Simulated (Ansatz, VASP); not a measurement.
# One calculation of SiBr5, two programs

```
Si Br
1.0
     0.00000    4.34272    4.34272
     4.34272    0.00000    4.34272
     4.34272    4.34272    0.00000
Si Br
1 5
Direct
  0.00000 0.00000 0.00000
  0.75000 0.75000 0.75000
  0.37501 0.37501 0.87498
  0.37501 0.87498 0.37501
  0.87498 0.37501 0.37501
  0.37501 0.37501 0.37501
```

Change from the starting cell: species swapped into the ZrCu5 type (F-43m, No. 216).

Alike in both runs: functional PBE; k mesh 8 × 8 × 8; occupations gaussian, width 0.1 eV; no spin polarisation.

Ansatz relaxed the structure, and its values are those at the end. VASP's run is a single point on that final structure, the one shown.

|  | VASP | Ansatz |
| --- | --- | --- |
| version | VASP 6.6.1 | Ansatz 0.2.0 |
| potentials or method | VASP PAW PBE potentials, release 64 (Si, Br), cutoff 520 eV | scalar-relativistic, plane waves, PAW |
| valence electrons in the cell | 39 | 39 |

|  | VASP | Ansatz | Ansatz less VASP |
| --- | --- | --- | --- |
| gap on the k mesh at the Fermi level (eV) | none | none | - |
| pressure (GPa) | 0.0 | 0.0 | 0.00 |

A gap of «none» marks a metal or a gap that the smearing closes. The functional is the same, so the differences come from potentials, cutoffs and numerics.
